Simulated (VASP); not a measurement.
# Al3Cl (P-6m2) in VASP: notebook

Al3Cl is run at these levels: PBE; tasks: single point, relaxation of cell and atoms.

All numbers are computed with VASP 6.6.1; they aren't measurements. Logs are shortened: lines on timing, memory, paths and dates and some standing lists are left out, and cuts for length are marked.

## 1. The cell of the first run

The structure is hexagonal, space group P-6m2 (No. 187). Conventional cell: a = 2.886 Å, b = 2.886 Å, c = 8.954 Å, α = 90.00°, β = 90.00°, γ = 120.00°. Al (site symmetry -6m2) has 12 Al at 2.85 to 2.89 Å within 3.8 Å. Within 3.6 Å of Al (site symmetry 3m) lie 3 Cl at 2.73 Å and 9 Al at 2.85 to 2.89 Å. Cl (site symmetry -6m2) has 6 Al at 2.73 Å and 6 Cl at 2.89 Å within 3.6 Å.

## 2. Single point, PBE

INCAR reads:

```
SYSTEM = Al3Cl
  ALGO = Normal
  EDIFF = 1E-6
  ENCUT = 520
  GGA = PE
  ISIF = 2
  ISMEAR = 0
  LASPH = .True.
  LCHARG = .False.
  LREAL = .False.
  LWAVE = .False.
  NBANDS = 16
  NELM = 80
  PREC = Accurate
  SIGMA = 0.1
```

KPOINTS reads:

```
k-points
0
Gamma
  6 6 2
  0 0 0
```

POSCAR reads:

```
Al3Cl
1.0
    2.8857174800      0.0000000000      0.0000000000
   -1.4428587400      2.4991046500      0.0000000000
    0.0000000000      0.0000000000      8.9543183800
Al Cl
3 1
Direct
    0.6666666700      0.3333333300      0.5000000000
    0.3333333300      0.6666666700      0.2419234500
    0.3333333300      0.6666666700      0.7580765500
    0.6666666700      0.3333333300      0.0000000000
```

Potentials or basis: VASP PAW PBE potentials, release 64 (Al, Cl).

Command:

```console
cat potpaw_PBE.64/Al/POTCAR potpaw_PBE.64/Cl/POTCAR > POTCAR
mpirun -np 1 vasp_std > vasp.out
```

OUTCAR:

```text
SYSTEM = Al3Cl
   EDIFF = 1E-6
   ENCUT = 520
   GGA = PE
   ISIF = 2
   ISMEAR = 0
   LASPH = .True.
   LREAL = .False.
   NELM = 80
   PREC = Accurate

 ion  position               nearest neighbor table
   1  0.667  0.333  0.500-   2 2.85   3 2.85   2 2.85   3 2.85   2 2.85   3 2.85
   2  0.333  0.667  0.242-   4 2.73   4 2.73   4 2.73   1 2.85   1 2.85   1 2.85
   3  0.333  0.667  0.758-   4 2.73   4 2.73   4 2.73   1 2.85   1 2.85   1 2.85
   4  0.667  0.333  0.000-   2 2.73   3 2.73   2 2.73   3 2.73   2 2.73   3 2.73

  LATTYP: Found a hexagonal cell.
 ALAT       =     2.8857174800
 C/A-ratio  =     3.1029781820

  Lattice vectors:

 A1 = (   2.8857174800,   0.0000000000,   0.0000000000)
 A2 = (  -1.4428587400,   2.4991046500,   0.0000000000)
 A3 = (   0.0000000000,   0.0000000000,   8.9543183800)

Analysis of symmetry for initial positions (statically):
=====================================================================
 Subroutine PRICEL returns:
 Original cell was already a primitive cell.

 Routine SETGRP: Setting up the symmetry group for a
 hexagonal supercell.

 Subroutine GETGRP returns: Found 12 space group operations
 (whereof 12 operations were pure point group operations)
 out of a pool of 24 trial point group operations.

The static configuration has the point symmetry D_3h.

Analysis of symmetry for dynamics (positions and initial velocities):
=====================================================================
 Subroutine PRICEL returns:
 Original cell was already a primitive cell.

 Routine SETGRP: Setting up the symmetry group for a
 hexagonal supercell.

 Subroutine GETGRP returns: Found 12 space group operations
 (whereof 12 operations were pure point group operations)
 out of a pool of 24 trial point group operations.

The dynamic configuration has the point symmetry D_3h.

 Subroutine INISYM returns: Found 12 space group operations
 (whereof 12 operations are pure point group operations),
 and found     1 'primitive' translations

----------------------------------------------------------------------------------------

                                     Primitive cell

  volume of cell :      64.5759

  direct lattice vectors                    reciprocal lattice vectors
     2.885717480  0.000000000  0.000000000     0.346534270  0.200071654  0.000000000
    -1.442858740  2.499104650  0.000000000     0.000000000  0.400143307  0.000000000
     0.000000000  0.000000000  8.954318380     0.000000000  0.000000000  0.111677959

  length of vectors
     2.885717480  2.885717484  8.954318380     0.400143308  0.400143307  0.111677959

  position of ions in fractional coordinates (direct lattice)
     0.666666670  0.333333330  0.500000000
     0.333333330  0.666666670  0.241923450
     0.333333330  0.666666670  0.758076550
     0.666666670  0.333333330  0.000000000

  ion indices of the primitive-cell ions
   primitive index   ion index
                 1           1
                 2           2
                 3           3
                 4           4

----------------------------------------------------------------------------------------

 KPOINTS: k-points

Automatic generation of k-mesh.
 Grid dimensions read from file:
 generate k-points for:    6    6    2

 Generating k-lattice:

  Cartesian coordinates                     Fractional coordinates (reciprocal lattice)
     0.057755712  0.033345276  0.000000000     0.166666667 -0.000000000  0.000000000
     0.000000000  0.066690551  0.000000000     0.000000000  0.166666667  0.000000000
     0.000000000  0.000000000  0.055838979     0.000000000  0.000000000  0.500000000

  Length of vectors
     0.066690551  0.066690551  0.055838979

  Shift w.r.t. Gamma in fractional coordinates (k-lattice)
     0.000000000  0.000000000  0.000000000

 Subroutine IBZKPT returns following result:
 ===========================================

 Found     14 irreducible k-points:

 Following reciprocal coordinates:
            Coordinates               Weight
  0.000000  0.000000  0.000000      1.000000
  0.166667  0.000000  0.000000      6.000000
  0.333333 -0.000000  0.000000      6.000000
  0.500000 -0.000000  0.000000      3.000000
  0.166667  0.166667  0.000000      6.000000
  0.333333  0.166667  0.000000     12.000000
  0.333333  0.333333  0.000000      2.000000
  0.000000  0.000000  0.500000      1.000000
  0.166667  0.000000  0.500000      6.000000
  0.333333 -0.000000  0.500000      6.000000
  0.500000 -0.000000  0.500000      3.000000
  0.166667  0.166667  0.500000      6.000000
  0.333333  0.166667  0.500000     12.000000
  0.333333  0.333333  0.500000      2.000000
   k-points           NKPTS =     14   k-points in BZ     NKDIM =     14   number of bands    NBANDS=     16
   number of dos      NEDOS =    301   number of ions     NIONS =      4
   total plane-waves  NPLWV =  40320
   dimension x,y,z NGX =    24 NGY =   24 NGZ =   70
   dimension x,y,z NGXF=    48 NGYF=   48 NGZF=  140
   ions per type =               3   1
   NGX,Y,Z   is equivalent  to a cutoff of  13.83, 13.83, 13.00 a.u.
   NGXF,Y,Z  is equivalent  to a cutoff of  27.65, 27.65, 25.99 a.u.
 SYSTEM =  Al3Cl
   PREC   = accura    normal or accurate (medium, high low for compatibility)
   ISTART =      0    job   : 0-new  1-cont  2-samecut
   ICHARG =      2    charge: 1-file 2-atom 10-const
   ISPIN  =      1    spin polarized calculation?
   LNONCOLLINEAR =      F non collinear calculations
   LSORBIT =      F    spin-orbit coupling
   LASPH  =      T    aspherical Exc in radial PAW
   ENCUT  =  520.0 eV  38.22 Ry    6.18 a.u.   5.37  5.37 16.65*2*pi/ulx,y,z
   NELM   =     80;   NELMIN=  2; NELMDL= -5     # of ELM steps
   EDIFF  = 0.1E-05   stopping-criterion for ELM
   LREAL  =      F    real-space projection
   EDIFFG = 0.1E-04   stopping-criterion for IOM
   NSW    =      0    number of steps for IOM
   IBRION =     -1    ionic relax: 0-MD 1-quasi-New 2-CG
   NFREE  =      0    steps in history (QN), initial steepest desc. (CG)
   ISIF   =      2    stress and relaxation
   ISYM   =      2    0-nonsym 1-usesym 2-fastsym
   POTIM  = 0.5000    time-step for ionic-motion
   TEBEG  =    0.0;   TEEND  =   0.0 temperature during run
   PSTRESS=    0.0 pullay stress
   NELECT =      16.0000    total number of electrons
   NUPDOWN=      -1.0000    fix difference up-down
   EMIN   =  10.00;   EMAX   =-10.00  energy-range for DOS
   EFERMI =   0.00;   METHOD = LEGACY
   ISMEAR =     0;   SIGMA  =   0.10  broadening in eV -4-tet -1-fermi 0-gaus
   EFERMI_NEDOS =   21; number of points for ismear=-14 and -15
   IALGO  =     38    algorithm
   IMIX   =      4    mixing-type and parameters
     AMIX     =   0.40;   BMIX     =  1.00
     AMIX_MAG =   1.60;   BMIX_MAG =  1.00
  volume/ion in A,a.u.               =      16.14       108.94
  Fermi-wavevector in a.u.,A,eV,Ry     =   1.028232  1.943077 14.384917  1.057262
  Thomas-Fermi vector in A             =   2.162218
   LORBIT       =      0    0 simple, 1 ext, 2 COOP (PROOUT), +10 PAW based schemes
   GGA     = PE    functional components
   LHFCALC =     F    Hartree Fock is set to
   AEXX    =    0.0000 exact exchange contribution
   IVDW    =     0    specifies the selected vdW correction
   LEPSILON=     F    determine dielectric tensor
   LRPA    =     F    only Hartree local field effects (RPA)
 non-spin polarized calculation
 Gauss-broadening in eV      SIGMA  =   0.10
  energy-cutoff  :      520.00
  volume of cell :       64.58
 maximum number of plane-waves:      1786
 NGX is ok and might be reduce to    24
   NGX = 11   NGY = 11   NGZ = 33

 number of electron      16.0000000 magnetization

 Free energy of the ion-electron system (eV)
  ---------------------------------------------------
  ext. energy  EPLUGINS =         0.00000000
  ---------------------------------------------------
  free energy    TOTEN  =       -12.98248925 eV

  energy without entropy =      -12.97063789  energy(sigma->0) =      -12.97656357

 E-fermi :   7.7758     XC(G=0): -10.4184

 val. band max:        7.6684613729   @ k =   0.3333  -0.0000   0.5000
 cond. band min:       7.8088673101   @ k =   0.3333   0.1667   0.5000
 fundamental gap:      0.1404059372
 Fermi energy:         7.7758264121

 k-point     1 :       0.0000    0.0000    0.0000
  band No.  band energies     occupation
      1      -9.8843      2.00000
      2      -2.3937      2.00000
      3      -1.9886      2.00000
      4       2.0089      2.00000
      5       2.7214      2.00000
      6       7.1182      2.00000
[... 8 lines left out ...]
     15      18.8392      0.00000
     16      19.1717      0.00000

 k-point     2 :       0.1667    0.0000    0.0000
  band No.  band energies     occupation
      1      -9.4675      2.00000
      2      -1.7482      2.00000
      3      -1.3872      2.00000
      4       2.5255      2.00000
      5       3.2257      2.00000
      6       5.2256      2.00000
[... 8 lines left out ...]
     15      16.9437      0.00000
     16      17.0769      0.00000

 k-point     3 :       0.3333   -0.0000    0.0000
  band No.  band energies     occupation
      1      -8.4289      2.00000
      2       0.1249      2.00000
      3       0.3164      2.00000
      4       1.7970      2.00000
      5       3.9198      2.00000
      6       5.3398      2.00000
[... 8 lines left out ...]
     15      14.8196      0.00000
     16      15.2707      0.00000

 k-point     4 :       0.5000   -0.0000    0.0000
  band No.  band energies     occupation
      1      -7.7259      2.00000
      2       0.1898      2.00000
      3       1.9922      2.00000
      4       3.2473      2.00000
      5       3.5412      2.00000
      6       4.8608      2.00000
[... 8 lines left out ...]
     15      14.7137      0.00000
     16      15.6405      0.00000
[... 134 lines left out ...]
 k-point    12 :       0.1667    0.1667    0.5000
  band No.  band energies     occupation
      1      -8.7283      2.00000
      2      -0.9384      2.00000
      3       1.2440      2.00000
      4       1.2958      2.00000
      5       3.1441      2.00000
      6       5.3398      2.00000
[... 8 lines left out ...]
     15      15.8829      0.00000
     16      16.4860      0.00000

 k-point    13 :       0.3333    0.1667    0.5000
  band No.  band energies     occupation
      1      -7.7626      2.00000
      2       0.8827      2.00000
      3       1.3630      2.00000
      4       2.9896      2.00000
      5       3.8839      2.00000
      6       4.2809      2.00000
[... 8 lines left out ...]
     15      14.3107      0.00000
     16      14.8118      0.00000

 k-point    14 :       0.3333    0.3333    0.5000
  band No.  band energies     occupation
      1      -7.3902      2.00000
      2       1.5228      2.00000
      3       1.9369      2.00000
      4       2.6280      2.00000
      5       4.8665      2.00000
      6       5.2716      2.00000
[... 8 lines left out ...]
     15      13.7528      0.00000
     16      14.6448      0.00000

------------------------ aborting loop because EDIFF is reached ----------------------------------------

  FORCE on cell =-STRESS in cart. coord.  units (eV):
  Direction    XX          YY          ZZ          XY          YZ          ZX
  --------------------------------------------------------------------------------------
  -------------------------------------------------------------------------------------
  Total        3.8177840      3.8177840      1.7639126      0.0000000     -0.0000000      0.0000000
  in kB       94.7220627     94.7220630     43.7639838      0.0000000     -0.0000000      0.0000000
  external PRESSURE =      77.7360365 kB  Pullay stress =       0.0000000 kB

 VOLUME and BASIS-vectors are now :
 -----------------------------------------------------------------------------
  energy-cutoff  :      520.00
  volume of cell :       64.58
      direct lattice vectors                 reciprocal lattice vectors
     2.885717480  0.000000000  0.000000000     0.346534270  0.200071654  0.000000000
    -1.442858740  2.499104650  0.000000000     0.000000000  0.400143307  0.000000000
     0.000000000  0.000000000  8.954318380     0.000000000  0.000000000  0.111677959

 POSITION                                       TOTAL-FORCE (eV/Angst)
 -----------------------------------------------------------------------------------
      1.44286      0.83303      4.47716        -0.000000      0.000000      0.000000
     -0.00000      1.66607      2.16626        -0.000000      0.000000     -0.396856
     -0.00000      1.66607      6.78806        -0.000000      0.000000      0.396856
      1.44286      0.83303      0.00000         0.000000      0.000000      0.000000
 -----------------------------------------------------------------------------------
    total drift:                               -0.000014      0.000008      0.000000

  FREE ENERGIE OF THE ION-ELECTRON SYSTEM (eV)
  ---------------------------------------------------
  free  energy   TOTEN  =       -12.9824892545 eV

  energy  without entropy=      -12.9706378899  energy(sigma->0) =      -12.97656357
```

Wall time 7.1 s (1 thread of Intel Xeon 6975P-C (Granite Rapids), shared host); peak memory 0.18 GiB.

Results:

```yaml
Free_energy: -12.9825 eV
Pressure: 7.8 GPa
Largest_force: 0.397 eV/Å
Band_gap_on_the_k_mesh: zero (band 8 reaches 9.69 eV, above the bottom of band 9 at 6.84 eV)
```

Forces on the atoms (eV/Å):
```
Al   0.000  0.000  0.000
Al   0.000  0.000 -0.397
Al   0.000  0.000  0.397
Cl   0.000  0.000  0.000
```

Caveat: the k points lie up to 0.42 Å⁻¹ apart.

## 3. Single point, PBE

This run uses another cell than the first one, of 18.04 Å³/atom, 1.117 times its volume.

INCAR reads:

```
SYSTEM = Al3Cl
ALGO     = Normal         ! electronic algorithm
EDIFF    = 1E-7           ! SCF threshold, eV
ENCUT    = 520            ! plane-wave cutoff, eV
GGA      = PE             ! functional
ISIF     = 2              ! what is computed and relaxed
ISMEAR   = 0              ! smearing method
LASPH    = .True.         ! aspherical terms in the spheres
LCHARG   = .True.         ! write CHGCAR
LELF     = .True.         ! ELF
LREAL    = .False.        ! projectors in reciprocal space
LVHAR    = .True.       
LWAVE    = .False.        ! write WAVECAR
NBANDS   = 16             ! bands
NELM     = 60             ! most SCF steps
PREC     = Accurate       ! precision mode
SIGMA    = 0.1            ! smearing width, eV
```

KPOINTS is that of step 2.

POSCAR reads:

```
Al3Cl
1.0
    3.0145225023      0.0000000000      0.0000000000
   -1.5072612512      2.6106530673      0.0000000000
    0.0000000000      0.0000000000      9.1679997550
Al Cl
3 1
Direct
    0.6666666667      0.3333333333      0.5000000000
    0.3333333333      0.6666666667      0.2365586205
    0.3333333333      0.6666666667      0.7634413795
    0.6666666667      0.3333333333      0.0000000000
```

Potentials or basis: VASP PAW PBE potentials, release 64 (Al, Cl).

Command:

```console
cat potpaw_PBE.64/Al/POTCAR potpaw_PBE.64/Cl/POTCAR > POTCAR
mpirun -np 1 vasp_std > vasp.out
```

Run time: 7.9 s. Hardware: 1 thread of Intel Xeon 6975P-C (Granite Rapids), shared host; peak memory 0.18 GiB.

Results (log left out):

```yaml
Free_energy: -13.1777 eV
Pressure: -0.1 GPa
Band_gap_on_the_k_mesh: zero (band 8 reaches 8.48 eV, above the bottom of band 9 at 5.67 eV)
```

Stress tensor (GPa, compression positive):
```
-0.11  0.00  0.00
 0.00 -0.11  0.00
 0.00  0.00 -0.01
```

Levels at points of the mesh, in eV from the Fermi level:
```
           k point  band 4  band 5  band 6  band 7  band 8  band 9  band 10  band 11  band 12  band 13
(0.00, 0.00, 0.00)   -5.22   -4.74   -1.32   -1.32    1.64    3.28     7.82     9.41     9.54     9.54
(0.50, 0.00, 0.00)   -4.22   -3.77   -2.79   -2.60   -1.43    0.26     0.88     2.04     5.23     5.34
(0.00, 0.00, 0.50)   -7.56   -2.12   -1.32   -1.32   -1.02    5.68     6.76     9.58     9.58     9.74
(0.50, 0.00, 0.50)   -4.18   -3.46   -2.62   -2.60   -1.80   -0.89     1.95     3.30     4.59     5.29
```

Caveat: the k points lie up to 0.40 Å⁻¹ apart.

(Part 1 of 3 ends here.)
